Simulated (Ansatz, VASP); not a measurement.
**GaN in VASP and in Ansatz**

```
Ga N
1.0
     0.00000    2.13524    2.13524
     2.13524    0.00000    2.13524
     2.13524    2.13524    0.00000
Ga N
1 1
Direct
  0.00000 0.00000 0.00000
  0.50000 0.50000 0.50000
```

Alike in both runs: task single point; functional LDA; k mesh 8 × 8 × 8; occupations gaussian, width 0.1 eV; no spin polarisation.

|  | VASP | Ansatz |
| --- | --- | --- |
| version | VASP 6.6.1 | Ansatz 0.2.0 |
| potentials or method | VASP PAW LDA potentials, release 64 (Ga_d, N), cutoff 600 eV | scalar-relativistic, plane waves, PAW |
| valence electrons in the cell | 18 | 18 |

|  | VASP | Ansatz | Ansatz less VASP |
| --- | --- | --- | --- |
| gap on the k mesh at the Fermi level (eV) | 0.24 | 0.22 | -0.017 |
| least direct gap on the mesh (eV) | 2.45 | 2.42 | -0.023 |
| pressure (GPa) | -12.6 | -13.6 | -1.02 |

Ansatz warns that its potentials were made for another functional, while VASP's fit it. LDA's correlation is that of Perdew and Zunger in VASP and of Perdew and Wang (1992) in Ansatz.
